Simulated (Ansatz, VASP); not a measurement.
# Cu: VASP beside Ansatz

The input INCAR:

```
SYSTEM = Cu
PREC = Accurate
ENCUT = 520
EDIFF = 1E-6
ISMEAR = 0
SIGMA = 0.15
LREAL = .FALSE.
LASPH = .TRUE.
NELM = 100
ALGO = Fast
ISIF = 2
LWAVE = .FALSE.
LCHARG = .TRUE.
GGA = PS
LELF = .TRUE.
LVHAR = .TRUE.
NBANDS = 12
```

Contents of KPOINTS:

```
regular mesh
0
G
  30 30 30
  0 0 0
```

The input POSCAR:

```
Cu
1.0
   -1.5028953908      1.5028953908      1.2512066359
    1.5028953908     -1.5028953908      1.2512066359
    1.5028953908      1.5028953908     -1.2512066359
Cu
1
Direct
    0.0000000000      0.0000000000      0.0000000000
```

Input for Ansatz:

```yaml
crystal:
  lattice:
    - [-1.5028953908, 1.5028953908, 1.2512066359]
    - [1.5028953908, -1.5028953908, 1.2512066359]
    - [1.5028953908, 1.5028953908, -1.2512066359]
  atoms:
    - { symbol: Cu, position: [0.0, 0.0, 0.0] }
basis:
  ecutwfc: 420
kpoints:
  mp_grid: { grid: [30, 30, 30] }
hamiltonian:
  xc: pbesol
scf:
  occupations: { method: gaussian, width: 0.15 }
output:
  forces: true
  stress: true
  eigenvalues: true
```

Change from the starting cell: strain +0.040 along x and y, -0.080 along z, atoms carried along.

Alike in both runs: task single point; functional PBEsol; k mesh 30 × 30 × 30; occupations gaussian, width 0.15 eV; no spin polarisation.

|  | VASP | Ansatz |
| --- | --- | --- |
| version | VASP 6.6.1 | Ansatz 0.2.0 |
| potentials or method | VASP PAW PBE potentials, release 64 (Cu), cutoff 520 eV | scalar-relativistic, plane waves, PAW |
| valence electrons in the cell | 11 | 19 |

Ansatz gave:

* gap on the k mesh at the Fermi level (eV): none
* pressure (GPa): 2.1
* traceless stress, the component that is largest in VASP (GPa): 5.17

**Question.** What did VASP give for the same quantities?

**Answer.** gap on the k mesh at the Fermi level (eV): none; pressure (GPa): 3.0; traceless stress, the component that is largest in VASP (GPa): 5.20.

VASP's potentials were made for PBE, not for PBEsol. A gap of «none» marks a metal or a gap that the smearing closes. VASP's potentials hold 11 valence electrons a cell and Ansatz's 19, so a difference there can come from the potentials and not from the codes.
